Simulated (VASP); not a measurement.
Input of a VASP 6.6.1 run:

Contents of INCAR:

```
ALGO = Normal ; EDIFF = 1E-6
EDIFFG = -0.04 ; ENCUT = 600
GGA = PE ; IBRION = 2
ISIF = 3 ; ISMEAR = 0
LASPH = True ; LCHARG = False
LREAL = False ; LWAVE = False
NELM = 100 ; NSW = 90
PREC = Accurate ; SIGMA = 0.1
```

File KPOINTS:

```
k-points
0
Gamma
  4 4 6
```

The input POSCAR:

```
BN
1.0
    4.1221119800      0.0000000000      0.0000000000
    0.0000000000      4.1221119800      0.0000000000
    0.0000000000      0.0000000000      3.3177623400
B N
4 4
Direct
    0.2422528100      0.0000000000      0.5000000000
    0.7577471900      0.0000000000      0.5000000000
    0.0000000000      0.2422528100      0.5000000000
    0.0000000000      0.7577471900      0.5000000000
    0.5000000000      0.0000000000      0.7874207200
    0.0000000000      0.5000000000      0.7874207200
    0.5000000000      0.0000000000      0.2125792800
    0.0000000000      0.5000000000      0.2125792800
```

Potentials or basis: VASP PAW PBE potentials, release 64 (B, N).

Launch:

```console
$ cat potpaw_PBE.64/B/POTCAR potpaw_PBE.64/N/POTCAR > POTCAR
$ mpirun -np 1 vasp_std > vasp.out
```

Problem. What does it give for the band gap on the k mesh?

Solution. Zero (bands 16 and 17 overlap by 2.27 eV).

Problem. Predict the space group after relaxing (to 0.1 Å).

Solution. P4/mmm (No. 123).

Forces on the atoms (eV/Å):
```
B    0.002  0.000  0.000
B   -0.002  0.000  0.000
B    0.000  0.002  0.000
B    0.000 -0.002  0.000
N    0.000  0.000  0.016
N    0.000  0.000  0.016
N    0.000  0.000 -0.016
N    0.000  0.000 -0.016
```

Caveat: the k points lie up to 0.33 Å⁻¹ apart in the final cell, too coarse for converged energies and pressures of a metal.
